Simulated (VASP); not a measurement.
Input of a VASP 6.6.1 run:

The input INCAR:

```
PREC = Accurate
ENCUT = 600
EDIFF = 1E-6
ISMEAR = -1
SIGMA = 0.01
LREAL = F
LASPH = T
NELM = 120
ALGO = Normal
ISIF = 2
LWAVE = F
LCHARG = F
GGA = B5
ALDAX = 1.0
AGGAX = 1.0
AGGAC = 1.0
ALDAC = 0.0
IVDW = 12
VDW_S6 = 1.0
VDW_S8 = 2.6996
VDW_A1 = 0.4298
VDW_A2 = 4.2359
NBANDS = 22
GGA_COMPAT = F
```

File KPOINTS:

```
Automatic mesh
0
Gamma
  4 4 2
```

POSCAR

```
Ta2C
1.0
    3.0870177263      0.0000000000      0.0000000000
   -1.5435088632      2.6734357729      0.0000000000
    0.0000000000      0.0000000000      4.9270028571
Ta C
2 1
Direct
    0.3333333333      0.6666666667      0.2562053944
    0.6666666667      0.3333333333      0.7437946056
    0.0000000000      0.0000000000      0.0000000000
```

Potentials or basis: VASP PAW PBE potentials, release 64 (Ta_sv_GW, C).

Command:

```bash
$ cat potpaw_PBE.64/Ta_sv_GW/POTCAR potpaw_PBE.64/C/POTCAR > POTCAR
$ mpirun -np 1 vasp_std > vasp.out
```

**Question.** Estimate the dispersion energy per atom.

**Answer.** -1.251 eV.

**Question.** What does it give for the largest force?

**Answer.** 0.044 eV/Å.

Stress tensor (GPa, compression positive):
```
0.88 0.00 0.00
0.00 0.88 0.00
0.00 0.00 0.96
```

Caveat: the k points lie up to 0.64 Å⁻¹ apart; the PAW data sets were made with another functional, which shifts forces and pressure a little; pairwise dispersion overbinds metals, which lowers pressure and volume.
